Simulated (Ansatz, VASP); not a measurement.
HPt6 in VASP and in Ansatz

The input INCAR:

```
SYSTEM = HPt6
PREC = Accurate
ENCUT = 520
EDIFF = 1E-6
ISMEAR = 0
SIGMA = 0.1
LREAL = .FALSE.
LASPH = .TRUE.
NELM = 60
ALGO = Normal
ISIF = 2
LWAVE = .FALSE.
LCHARG = .FALSE.
LDIPOL = .TRUE.
IDIPOL = 3
DIPOL = 0.5 0.5 0.289
GGA = PE
NBANDS = 74
```

KPOINTS

```
regular mesh
0
G
  5 5 1
  0 0 0
```

Contents of POSCAR:

```
HPt6
1.0
    5.6143281343      0.0000000000      0.0000000000
    0.0000000000      5.6143281343      0.0000000000
    0.0000000000      0.0000000000     21.8513792319
Pt H
12 2
Direct
    0.2500000000      0.2500000000      0.1830548066
    0.2500000000      0.7500000000      0.1830548066
    0.7500000000      0.2500000000      0.1830548066
    0.7500000000      0.7500000000      0.1830548066
    0.0000000000      0.0000000000      0.2712126041
    0.0000000000      0.5000000000      0.2712126041
    0.5000000000      0.0000000000      0.2712126041
    0.5000000000      0.5000000000      0.2712126041
    0.2500000000      0.2500000000      0.3593081768
    0.2500000000      0.7500000000      0.3593081768
    0.7500000000      0.2500000000      0.3593081768
    0.7500000000      0.7500000000      0.3593081768
   -0.0578876033      0.0000000000      0.3945462271
    0.0578876033      0.0000000000      0.3945462271
```

Input for Ansatz:

```yaml
crystal:
  lattice:
    - [5.6143281343, 0.0, 0.0]
    - [0.0, 5.6143281343, 0.0]
    - [0.0, 0.0, 21.8513792319]
  atoms:
    - { symbol: Pt, position: [0.25, 0.25, 0.1830548066] }
    - { symbol: Pt, position: [0.25, 0.75, 0.1830548066] }
    - { symbol: Pt, position: [0.75, 0.25, 0.1830548066] }
    - { symbol: Pt, position: [0.75, 0.75, 0.1830548066] }
    - { symbol: Pt, position: [0.0, 0.0, 0.2712126041] }
    - { symbol: Pt, position: [0.0, 0.5, 0.2712126041] }
    - { symbol: Pt, position: [0.5, 0.0, 0.2712126041] }
    - { symbol: Pt, position: [0.5, 0.5, 0.2712126041] }
    - { symbol: Pt, position: [0.25, 0.25, 0.3593081768] }
    - { symbol: Pt, position: [0.25, 0.75, 0.3593081768] }
    - { symbol: Pt, position: [0.75, 0.25, 0.3593081768] }
    - { symbol: Pt, position: [0.75, 0.75, 0.3593081768] }
    - { symbol: H, position: [-0.0578876033, 0.0, 0.3945462271] }
    - { symbol: H, position: [0.0578876033, 0.0, 0.3945462271] }
basis:
  ecutwfc: 420
kpoints:
  mp_grid: { grid: [5, 5, 1] }
hamiltonian:
  xc: pbe
  pseudopotentials: { kind: paw, azcp: { folder: soft_1 } }
scf:
  occupations: { method: gaussian, width: 0.1 }
output:
  forces: true
  eigenvalues: true
efield:
  axis: 3
  dipole_correction: true
  ramp_width: 0.04
```

Alike in both runs: task single point; functional PBE; k mesh 5 × 5 × 1; occupations gaussian, width 0.1 eV; no spin polarisation.

|  | VASP | Ansatz |
| --- | --- | --- |
| version | VASP 6.6.1 | Ansatz 0.2.0 |
| potentials or method | VASP PAW PBE potentials, release 64 (Pt, H), cutoff 520 eV | scalar-relativistic, plane waves, PAW |
| valence electrons in the cell | 122 | 218 |

```tsv
	VASP	Ansatz	Ansatz less VASP
gap on the k mesh at the Fermi level (eV)	none	none	-
rms of the force components (eV/Å)	2.083	2.073	-0.0104
```

Atom by atom the forces differ by 0.014 eV/Å (rms over components). A gap of «none» marks a metal or a gap that the smearing closes. VASP's potentials hold 122 valence electrons a cell and Ansatz's 218, so a difference there can come from the potentials and not from the codes.

Neither program's run includes spin-orbit coupling.
